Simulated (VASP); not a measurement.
Runs of VASP 6.6.1 on Si. The structure is that of space group P6/mmm (No. 191), or close to it. The cells are those of the table. 

| task | cell | cutoff (eV) | gap on the mesh (eV) | pressure (GPa) |
| --- | --- | --- | --- | --- |
| relaxation of cell and atoms | relaxed to 130 GPa from a = 2.217, b = 2.217, c = 2.084 Å, angles 90.0, 90.0, 120.0°, 1 atom | 600 | none | 130.0 |
| single point | a = 2.254, b = 2.254, c = 2.171 Å, angles 90.0, 90.0, 120.0°, 1 atom | 520 | none | 129.9 |
| relaxation of cell and atoms | relaxed to 130 GPa from a = 2.255, b = 2.255, c = 2.172 Å, angles 90.0, 90.0, 120.0°, 1 atom | 600 | none | 130.0 |
| single point | a = 2.255, b = 2.255, c = 2.172 Å, angles 90.0, 90.0, 120.0°, 1 atom | 520 | none | (a) |

Alike in all rows: level PBE; potentials or basis VASP PAW PBE potentials, release 64 (Si); no spin polarisation; k mesh 19 × 19 × 18; smearing fermi-dirac 0.05 eV.

Problem. Estimate the missing entries.

Solution. (a) 129.7.

Caveats: the cell is relaxed towards a set pressure, so the enthalpy falls and the energy may rise (some runs).

A gap of «none» marks levels without a gap at the run's occupations.
